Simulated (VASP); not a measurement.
# SnSe (Fm-3m) in VASP: notebook

The runs below take SnSe through electric field gradients, with PBE.

Program: VASP 6.6.1. These are calculated values, not measurements. Logs are shortened: lines on timing, memory, paths and dates and some standing lists are left out, and cuts for length are marked.

**1. The cell of the first run**

Symmetry: Fm-3m, No. 225, cubic system. The conventional cell has a = 5.980 Å, b = 5.980 Å, c = 5.980 Å, α = 90.00°, β = 90.00°, γ = 90.00°. Sn (site symmetry m-3m) has 6 Se at 2.99 Å within 3.9 Å. Within 3.9 Å of Se (site symmetry m-3m) lie 6 Sn at 2.99 Å.

**2. Electric field gradients, PBE (volume scaled by 0.98)**

INCAR reads:

```
ALGO = Normal ; EDIFF = 1E-8
ENCUT = 520 ; GGA = PE
ISIF = 2 ; ISMEAR = -1
LASPH = T ; LCHARG = F
LEFG = T ; LREAL = F
LWAVE = F ; NBANDS = 17
NELM = 100 ; PREC = Accurate
SIGMA = 0.02
```

KPOINTS reads:

```
k-points
0
Gamma
  9 9 9
```

POSCAR reads:

```
SnSe
1.0
    0.0000000000      2.9897980490      2.9897980490
    2.9897980490      0.0000000000      2.9897980490
    2.9897980490      2.9897980490      0.0000000000
Sn Se
1 1
Direct
    0.0000000000      0.0000000000      0.0000000000
    0.5000000000      0.5000000000      0.5000000000
```

Potentials or basis: VASP PAW PBE potentials, release 64 (Sn_d, Se).

On the command line:

```
$ cat potpaw_PBE.64/Sn_d/POTCAR potpaw_PBE.64/Se/POTCAR > POTCAR
$ mpirun -np 1 vasp_std > vasp.out
```

OUTCAR:

```text
EDIFF = 1E-8
   ENCUT = 520
   GGA = PE
   ISIF = 2
   ISMEAR = -1
   LASPH = T
   LREAL = F
   NELM = 100
   PREC = Accurate

 ion  position               nearest neighbor table
   1  0.000  0.000  0.000-   2 2.99   2 2.99   2 2.99   2 2.99   2 2.99   2 2.99
   2  0.500  0.500  0.500-   1 2.99   1 2.99   1 2.99   1 2.99   1 2.99   1 2.99

  LATTYP: Found a face centered cubic cell.
 ALAT       =     5.9795960980

  Lattice vectors:

 A1 = (   0.0000000000,   2.9897980490,   2.9897980490)
 A2 = (   2.9897980490,   0.0000000000,   2.9897980490)
 A3 = (   2.9897980490,   2.9897980490,   0.0000000000)

Analysis of symmetry for initial positions (statically):
=====================================================================
 Subroutine PRICEL returns:
 Original cell was already a primitive cell.

 Routine SETGRP: Setting up the symmetry group for a
 face centered cubic supercell.

 Subroutine GETGRP returns: Found 48 space group operations
 (whereof 48 operations were pure point group operations)
 out of a pool of 48 trial point group operations.

The static configuration has the point symmetry O_h .

Analysis of symmetry for dynamics (positions and initial velocities):
=====================================================================
 Subroutine PRICEL returns:
 Original cell was already a primitive cell.

 Routine SETGRP: Setting up the symmetry group for a
 face centered cubic supercell.

 Subroutine GETGRP returns: Found 48 space group operations
 (whereof 48 operations were pure point group operations)
 out of a pool of 48 trial point group operations.

The dynamic configuration has the point symmetry O_h .

 Subroutine INISYM returns: Found 48 space group operations
 (whereof 48 operations are pure point group operations),
 and found     1 'primitive' translations

----------------------------------------------------------------------------------------

                                     Primitive cell

  volume of cell :      53.4510

  direct lattice vectors                    reciprocal lattice vectors
     0.000000000  2.989798049  2.989798049    -0.167235376  0.167235376  0.167235376
     2.989798049  0.000000000  2.989798049     0.167235376 -0.167235376  0.167235376
     2.989798049  2.989798049  0.000000000     0.167235376  0.167235376 -0.167235376

  length of vectors
[... 115 lines left out ...]
  volume of cell :       53.45
 maximum number of plane-waves:      1459
   NGX = 15   NGY = 15   NGZ = 15

 number of electron      20.0000008 magnetization

 Free energy of the ion-electron system (eV)
  ---------------------------------------------------
  ext. energy  EPLUGINS =         0.00000000
  ---------------------------------------------------
  free energy    TOTEN  =        -8.20319522 eV

  energy without entropy =       -8.20319520  energy(sigma->0) =       -8.20319521

 E-fermi :   6.0720     XC(G=0):  -9.6898

 val. band max:        5.7812850932   @ k =  -0.3333   0.1111   0.0000
 cond. band min:       6.3624862165   @ k =  -0.3333   0.1111   0.0000
 fundamental gap:      0.5812011233
 Fermi energy:         6.0719760102

 k-point     1 :       0.0000    0.0000    0.0000
  band No.  band energies     occupation
      1     -15.7848      2.00000
      2     -15.7848      2.00000
      3     -15.7848      2.00000
      4     -15.7833      2.00000
      5     -15.7833      2.00000
      6      -8.1874      2.00000
[... 457 lines left out ...]
      4     -15.7663      2.00000
      5     -15.7663      2.00000
      6      -6.9632      2.00000
[... 9 lines left out ...]
     16      17.6691      0.00000
     17      18.4804      0.00000

 [... further k-points ...]
[... 5 lines left out ...]
  --------------------------------------------------------------------------------------
  -------------------------------------------------------------------------------------
  Total        0.7178034      0.7178034      0.7178034     -0.0000000      0.0000000      0.0000000
  in kB       21.5159515     21.5159515     21.5159515     -0.0000000      0.0000000      0.0000000
  external PRESSURE =      21.5159515 kB  Pullay stress =       0.0000000 kB

 VOLUME and BASIS-vectors are now :
 -----------------------------------------------------------------------------
  energy-cutoff  :      520.00
  volume of cell :       53.45
      direct lattice vectors                 reciprocal lattice vectors
     0.000000000  2.989798049  2.989798049    -0.167235376  0.167235376  0.167235376
     2.989798049  0.000000000  2.989798049     0.167235376 -0.167235376  0.167235376
     2.989798049  2.989798049  0.000000000     0.167235376  0.167235376 -0.167235376

 POSITION                                       TOTAL-FORCE (eV/Angst)
 -----------------------------------------------------------------------------------
      0.00000      0.00000      0.00000         0.000000      0.000000     -0.000000
      2.98980      2.98980      2.98980        -0.000000     -0.000000      0.000000
 -----------------------------------------------------------------------------------
    total drift:                                0.000000     -0.000000     -0.000000

  FREE ENERGIE OF THE ION-ELECTRON SYSTEM (eV)
  ---------------------------------------------------
  free  energy   TOTEN  =        -8.2031952167 eV

  energy  without entropy=       -8.2031951965  energy(sigma->0) =       -8.20319521

 Electric field gradients (V/A^2)
---------------------------------------------------------------------
 ion       V_xx      V_yy      V_zz      V_xy      V_xz      V_yz
---------------------------------------------------------------------
   1      -0.000    -0.000    -0.000     0.002     0.002     0.002
   2       0.000     0.000    -0.000    -0.000    -0.000    -0.000
---------------------------------------------------------------------

 Electric field gradients after diagonalization (V/A^2)
 (convention: |V_zz| > |V_xx| > |V_yy|)
----------------------------------------------------------------------
 ion       V_xx      V_yy      V_zz     asymmetry (V_yy - V_xx)/ V_zz
----------------------------------------------------------------------
   1      -0.002    -0.002     0.004       0.000
   2       0.000     0.000    -0.000       0.000
----------------------------------------------------------------------

           NMR quadrupolar parameters

 Cq : quadrupolar parameter    Cq=e*Q*V_zz/h
 eta: asymmetry parameters     (V_yy - V_xx)/ V_zz
 Q  : nuclear electric quadrupole moment in mb (millibarn)
----------------------------------------------------------------------
 ion       Cq(MHz)       eta       Q (mb)
----------------------------------------------------------------------
   1       0.000       0.000       1.000
   2      -0.000       0.000       1.000
----------------------------------------------------------------------
```

Run time: 20 s. Hardware: 1 thread of Intel Xeon Platinum 8375C at 2.90GHz (Ice Lake), shared host; peak memory 0.19 GiB.

What came out:

```
Free energy : -8.2032 eV
Pressure    : 2.2 GPa
```

Levels at points of the mesh, in eV from the Fermi level:
| k point | band 6 | band 7 | band 8 | band 9 | band 10 | band 11 | band 12 | band 13 | band 14 | band 15 |
| --- | --- | --- | --- | --- | --- | --- | --- | --- | --- | --- |
| (0.00, 0.00, 0.00) | -14.26 | -5.26 | -2.50 | -2.50 | -2.50 | 4.14 | 4.14 | 4.14 | 5.58 | 5.58 |

Caveat: this odd mesh misses L, where the gap lies, so gap, dielectric constants and Born charges aren't listed; without QUAD_EFG the Cq values of the log hold for a quadrupole moment of 1 mb, not for the nuclei; spin-orbit coupling is left out, which moves the levels of the heavy elements.

**3. Electric field gradients, PBE (volume scaled by 0.99)**

INCAR reads:

```
SYSTEM = SnSe
PREC = Accurate ; ENCUT = 520
EDIFF = 1E-8 ; ISMEAR = -1
SIGMA = 0.02 ; LREAL = .False.
LASPH = .True. ; NELM = 60
ALGO = Normal ; ISIF = 2
LWAVE = .False. ; LCHARG = .False.
GGA = PE ; LEFG = .True.
NBANDS = 17
```

KPOINTS reads:

```
Automatic mesh
0
Gamma
  9 9 9
  0 0 0
```

POSCAR reads:

```
SnSe
1.0
    0.0000000000      2.9999330352      2.9999330352
    2.9999330352      0.0000000000      2.9999330352
    2.9999330352      2.9999330352      0.0000000000
Sn Se
1 1
Direct
    0.0000000000      0.0000000000      0.0000000000
    0.5000000000      0.5000000000      0.5000000000
```

Potentials or basis: VASP PAW PBE potentials, release 64 (Sn_d, Se).

On the command line:

```
$ cat potpaw_PBE.64/Sn_d/POTCAR potpaw_PBE.64/Se/POTCAR > POTCAR
$ mpirun -np 1 vasp_std > vasp.out
```

OUTCAR:

```text
SYSTEM = SnSe
   PREC = Accurate
   ENCUT = 520
   EDIFF = 1E-8
   ISMEAR = -1
   LREAL = .False.
   LASPH = .True.
   NELM = 60
   ISIF = 2
   GGA = PE

 ion  position               nearest neighbor table
   1  0.000  0.000  0.000-   2 3.00   2 3.00   2 3.00   2 3.00   2 3.00   2 3.00
   2  0.500  0.500  0.500-   1 3.00   1 3.00   1 3.00   1 3.00   1 3.00   1 3.00

  LATTYP: Found a face centered cubic cell.
 ALAT       =     5.9998660704

  Lattice vectors:

 A1 = (   0.0000000000,   2.9999330352,   2.9999330352)
[... 692 lines left out ...]
  ---------------------------------------------------
  free  energy   TOTEN  =        -8.2096337038 eV

  energy  without entropy=       -8.2096336921  energy(sigma->0) =       -8.20963370

 Electric field gradients (V/A^2)
---------------------------------------------------------------------
 ion       V_xx      V_yy      V_zz      V_xy      V_xz      V_yz
---------------------------------------------------------------------
   1      -0.000     0.000     0.000     0.002     0.002     0.002
   2       0.000    -0.000    -0.000    -0.000    -0.000    -0.000
---------------------------------------------------------------------

 Electric field gradients after diagonalization (V/A^2)
 (convention: |V_zz| > |V_xx| > |V_yy|)
----------------------------------------------------------------------
 ion       V_xx      V_yy      V_zz     asymmetry (V_yy - V_xx)/ V_zz
----------------------------------------------------------------------
   1      -0.002    -0.002     0.004       0.000
   2       0.000     0.000    -0.000       0.000
----------------------------------------------------------------------

           NMR quadrupolar parameters

 Cq : quadrupolar parameter    Cq=e*Q*V_zz/h
 eta: asymmetry parameters     (V_yy - V_xx)/ V_zz
 Q  : nuclear electric quadrupole moment in mb (millibarn)
----------------------------------------------------------------------
 ion       Cq(MHz)       eta       Q (mb)
----------------------------------------------------------------------
   1       0.000       0.000       1.000
   2      -0.000       0.000       1.000
----------------------------------------------------------------------
```

Wall time 20 s (1 thread of Intel Xeon Platinum 8375C at 2.90GHz (Ice Lake), shared host); peak memory 0.19 GiB.

What came out:

```yaml
Free_energy: -8.2096 eV
Pressure: 1.6 GPa
```

Caveat: this odd mesh misses L, where the gap lies, so gap, dielectric constants and Born charges aren't listed; without QUAD_EFG the Cq values of the log hold for a quadrupole moment of 1 mb, not for the nuclei; spin-orbit coupling is left out, which moves the levels of the heavy elements.

(Continued in part 2 of 2.)
